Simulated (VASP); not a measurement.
Crystal: Pt.

```xyz
3
Lattice="4.4020 0.0000 0.0000 -2.2010 3.8123 0.0000 0.0000 0.0000 2.6984" Properties=species:S:1:pos:R:3 pbc="T T T"
Pt    0.0000    0.0000    0.0000
Pt    0.0000    2.5415    1.3492
Pt    2.2010    1.2708    1.3492
```

This isn't the form of Pt at room conditions, which is fcc.

* Program: VASP 6.6.1
* Task: relaxation of cell and atoms
* Functional: r2SCAN
* Potentials or basis: VASP PAW PBE potentials, release 64 (Pt)
* Cutoff: 600 eV
* k mesh: 8 × 8 × 12
* Occupations: fermi-dirac, width 0.1 eV
* Spin: no spin polarisation

At the start: pressure 12.0 GPa; volume 15.09 Å³/atom.

Question: How do energy, volume and symmetry change on relaxing?

Answer: Over 6 steps the energy falls by 32.1 meV/atom and the volume is 15.72 Å³/atom (+4.1 %); space group P6/mmm (No. 191, to 0.1 Å) before and after.

Step by step:
| step | energy change (eV) | largest force (eV/Å) | pressure (GPa) | volume (Å³) |
| --- | --- | --- | --- | --- |
| 1 | 0.0000 | 0.0000 | 12.01 | 45.28 |
| 2 | 0.3720 | 0.0000 | -21.62 | 53.07 |
| 3 | -0.0885 | 0.0000 | -1.60 | 47.48 |
| 4 | -0.0887 | 0.0000 | -1.08 | 47.38 |
| 5 | -0.0936 | 0.0000 | 0.70 | 47.04 |
| 6 | -0.0962 | 0.0000 | -0.01 | 47.16 |

Final structure:
```cif
data_structure
_symmetry_space_group_name_H-M 'P 1'
_symmetry_Int_Tables_number 1
_cell_length_a 4.5042
_cell_length_b 4.5042
_cell_length_c 2.6843
_cell_angle_alpha 90.000
_cell_angle_beta 90.000
_cell_angle_gamma 120.000
_cell_volume 47.16
loop_
_atom_site_label
_atom_site_type_symbol
_atom_site_fract_x
_atom_site_fract_y
_atom_site_fract_z
_atom_site_occupancy
Pt1 Pt 0.00000 0.00000 0.00000 1
Pt2 Pt 0.33333 0.66667 0.50000 1
Pt3 Pt 0.66667 0.33333 0.50000 1
```

Caveat: the PAW data sets were made with another functional, which shifts forces and pressure a little.
